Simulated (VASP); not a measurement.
# Sb (I4/mcm) in VASP: further runs, part 2 of 2

VASP 6.6.1. The steps go on from the part before.

### Step 4. Single point, PBEsol

This run uses another cell than the first one, of 32.33 Å³/atom.

Input file INCAR:

```
SYSTEM = Sb
ALGO = Normal ; EDIFF = 1E-7
ENCUT = 520 ; GGA = PS
ISIF = 2 ; ISMEAR = -1
LASPH = .True. ; LCHARG = .True.
LELF = .True. ; LREAL = .False.
LVHAR = .True. ; LWAVE = .False.
NBANDS = 18 ; NELM = 60
PREC = Accurate ; SIGMA = 0.05
```

Input file KPOINTS:

```
k-points
0
Gamma
  7 7 7
  0 0 0
```

Input file POSCAR:

```
Sb
1.0
   -3.9888728860      3.9888728860      2.0321439194
    3.9888728860     -3.9888728860      2.0321439194
    3.9888728860      3.9888728860     -2.0321439194
Sb
4
Direct
    0.6510554101      0.1510554101      0.8021108202
    0.1510554101      0.3489445899      0.5000000000
    0.3489445899      0.8489445899      0.1978891798
    0.8489445899      0.6510554101      0.5000000000
```

Potentials or basis: VASP PAW PBE potentials, release 64 (Sb).

Command:

```
> cat potpaw_PBE.64/Sb/POTCAR > POTCAR
> mpirun -np 1 vasp_std > vasp.out
```

OUTCAR:

```text
SYSTEM = Sb
   EDIFF = 1E-7
   ENCUT = 520
   GGA = PS
   ISIF = 2
   ISMEAR = -1
   LASPH = .True.
   LREAL = .False.
   NELM = 60
   PREC = Accurate

 ion  position               nearest neighbor table
   1  0.651  0.151  0.802-   3 3.02   3 3.02   2 3.15   4 3.15   2 3.15   4 3.15   3 3.41
   2  0.151  0.349  0.500-   4 3.02   4 3.02   3 3.15   1 3.15   1 3.15   3 3.15   4 3.41
   3  0.349  0.849  0.198-   1 3.02   1 3.02   2 3.15   2 3.15   4 3.15   4 3.15   1 3.41
   4  0.849  0.651  0.500-   2 3.02   2 3.02   3 3.15   1 3.15   1 3.15   3 3.15   2 3.41

  LATTYP: Found a body centered tetragonal cell.
 ALAT       =     7.9777457720
 C/A-ratio  =     0.5094531657

  Lattice vectors:

 A1 = (  -3.9888728860,   3.9888728860,   2.0321439194)
 A2 = (   3.9888728860,  -3.9888728860,   2.0321439194)
 A3 = (   3.9888728860,   3.9888728860,  -2.0321439194)

Analysis of symmetry for initial positions (statically):
=====================================================================
 Subroutine PRICEL returns:
 Original cell was already a primitive cell.

 Routine SETGRP: Setting up the symmetry group for a
 body centered tetragonal supercell.
[... 176 lines left out ...]
 cond. band min:       6.1808455380   @ k =   0.2857   0.2857  -0.0000
 fundamental gap:      0.0555002824
 Fermi energy:         6.1468168647

 k-point     1 :       0.0000    0.0000    0.0000
  band No.  band energies     occupation
      1      -6.4727      2.00000
      2      -2.9817      2.00000
      3      -1.7597      2.00000
      4      -1.7597      2.00000
      5       1.3080      2.00000
      6       4.6265      2.00000
[... 481 lines left out ...]
      5       2.6682      2.00000
      6       3.5325      2.00000
[... 10 lines left out ...]
     17      10.5281      0.00000
     18      11.0743      0.00000

 [... further k-points ...]

------------------------ aborting loop because EDIFF is reached ----------------------------------------

  FORCE on cell =-STRESS in cart. coord.  units (eV):
  Direction    XX          YY          ZZ          XY          YZ          ZX
  --------------------------------------------------------------------------------------
  -------------------------------------------------------------------------------------
  Total        0.0369282      0.0369282      0.0697325      0.0000000      0.0000000      0.0000000
  in kB        0.4574603      0.4574603      0.8638359      0.0000000      0.0000000      0.0000000
  external PRESSURE =       0.5929188 kB  Pullay stress =       0.0000000 kB

 VOLUME and BASIS-vectors are now :
 -----------------------------------------------------------------------------
  energy-cutoff  :      520.00
  volume of cell :      129.33
      direct lattice vectors                 reciprocal lattice vectors
    -3.988872886  3.988872886  2.032143919     0.000000000  0.125348692  0.246045566
     3.988872886 -3.988872886  2.032143919     0.125348692  0.000000000  0.246045566
     3.988872886  3.988872886 -2.032143919     0.125348692  0.125348692  0.000000000

 POSITION                                       TOTAL-FORCE (eV/Angst)
 -----------------------------------------------------------------------------------
      1.20508      5.19395      0.00000        -0.009432     -0.009432      0.000000
      2.78379      1.20508      0.00000         0.009432     -0.009432      0.000000
      2.78379     -1.20508      2.03214         0.009432      0.009432     -0.000000
      1.20508      2.78379      2.03214        -0.009432      0.009432      0.000000
 -----------------------------------------------------------------------------------
    total drift:                                0.000000      0.000000      0.000000

  FREE ENERGIE OF THE ION-ELECTRON SYSTEM (eV)
  ---------------------------------------------------
  free  energy   TOTEN  =       -17.1827502187 eV

  energy  without entropy=      -17.1608556112  energy(sigma->0) =      -17.17180291
```

stdout:

```text
POSCAR found type information on POSCAR Sb
 POSCAR found :  1 types and       4 ions
 scaLAPACK will be used
 -----------------------------------------------------------------------------
|                                                                             |
|                                                                             |
|     You enforced a specific xc type in the INCAR file but a different       |
|     I HOPE YOU KNOW WHAT YOU ARE DOING!                                     |
|                                                                             |
 -----------------------------------------------------------------------------

 LDA part: xc-table for (Slater+PW92), standard interpolation
 POSCAR, INCAR and KPOINTS ok, starting setup
 FFT: planning ... GRIDC
 FFT: planning ... GRID_SOFT
 FFT: planning ... GRID
 WAVECAR not read
 entering main loop
```

It took 69 s on 1 thread of Intel Xeon 6975P-C (Granite Rapids), shared host; peak memory 0.33 GiB.

Results:

| Property | Result |
| --- | --- |
| Free energy | -17.1828 eV |
| Pressure | 0.1 GPa |
| Largest force | 0.013 eV/Å |
| Band gap on the k mesh | zero (bands 10 and 11 overlap by 1.60 eV) |

Forces on the atoms (eV/Å):
```
Sb  -0.009 -0.009  0.000
Sb   0.009 -0.009  0.000
Sb   0.009  0.009  0.000
Sb  -0.009  0.009  0.000
```

Caveat: the PAW data sets were made with another functional, which shifts forces and pressure a little; spin-orbit coupling is left out, which moves the levels of the heavy elements.

### Step 5. Summary

| cell | gap on the mesh (eV) | pressure (GPa) | largest force (eV/Å) |
| --- | --- | --- | --- |
| a = 4.851 Å, angles 109.3, 109.3, 109.9°, 4 atoms, atomic positions A | none | 30.8 | 0.02 |
| a = 5.773 Å, angles 97.1, 97.1, 138.9°, 4 atoms, atomic positions B | none | 5.2 | 0.02 |
| a = 5.996 Å, angles 96.6, 96.6, 140.4°, 4 atoms, atomic positions C | none | 0.1 | 0.01 |

Alike in all rows: task single point; level PBEsol; potentials or basis VASP PAW PBE potentials, release 64 (Sb); no spin polarisation; k mesh 7 × 7 × 7; cutoff (eV) 520; smearing fermi-dirac 0.05 eV.

Caveats: the PAW data sets were made with another functional, which shifts forces and pressure a little; spin-orbit coupling is left out, which moves the levels of the heavy elements; the cell stands under pressure (at least some runs).

Total energies depend on the potentials used, so only differences within one code and one set of settings carry meaning.

The gap in the log of VASP goes by the Fermi energy; the results here count the filled bands.